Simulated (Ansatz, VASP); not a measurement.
## FeBi in VASP and in Ansatz

```xyz
2
Lattice="0.0000 2.8133 2.8133 2.8133 0.0000 2.8133 2.8133 2.8133 0.0000" Properties=species:S:1:pos:R:3 pbc="T T T"
Fe    2.8133    2.8133    2.8133
Bi    0.0000    0.0000    0.0000
```

Alike in both runs: task single point; functional PBE; k mesh 10 × 10 × 10; occupations gaussian, width 0.05 eV; collinear spin.

|  | VASP | Ansatz |
| --- | --- | --- |
| version | VASP 6.6.1 | Ansatz 0.2.0 |
| potentials or method | VASP PAW PBE potentials, release 64 (Fe, Bi_d), cutoff 520 eV | scalar-relativistic, plane waves, PAW |
| valence electrons in the cell | 23 | 31 |

```csv
,VASP,Ansatz,Ansatz less VASP
gap on the k mesh at the Fermi level (eV),none,none,-
pressure (GPa),-1.6,-1.2,+0.42
"traceless stress, the component that is largest in VASP (GPa)",0.00,0.24,+0.240
net moment per atom (μB),1.31,1.30,-0.013
size of the moment on the site where the two differ most (μB),0.08,0.06,-0.021
```

Site moments also hang on the region over which each program counts them. A gap of «none» marks a metal or a gap that the smearing closes. VASP's potentials hold 23 valence electrons a cell and Ansatz's 31, so a difference there can come from the potentials and not from the codes. Ansatz's warnings: stability check not made.

Neither program's run includes spin-orbit coupling.
